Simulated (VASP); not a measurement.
Runs of VASP 6.6.1 on BiTe. The structure is that of space group F-43m (No. 216), or close to it. The cells are those of the table. 

```csv
cell,gap on the mesh (eV),pressure (GPa)
"a = 5.102 Å, angles 60.0°, 2 atoms",none,-1.2
"a = 4.968 Å, angles 60.0°, 2 atoms",none,1.4
"a = 5.002 Å, angles 60.0°, 2 atoms",none,(a)
"a = 5.036, b = 5.010 Å, angles 60.2, 60.3, 60.2°, 2 atoms",none,0.0
"a = 5.036 Å, angles 60.0°, 2 atoms",none,0.0
```

Alike in all rows: task single point; level PBEsol; potentials or basis VASP PAW PBE potentials, release 64 (Bi_d, Te); no spin polarisation; k mesh 8 × 8 × 8; cutoff (eV) 520; smearing gaussian 0.05 eV.

Q: Estimate the missing entries.

A: (a) 0.6.

Caveats: the PAW data sets were made with another functional, which shifts forces and pressure a little; spin-orbit coupling is left out, which moves the levels of the heavy elements.

A k mesh can miss the band edges, and the runs leave out spin-orbit coupling on Bi, Te.

A gap of «none» marks levels without a gap at the run's occupations.
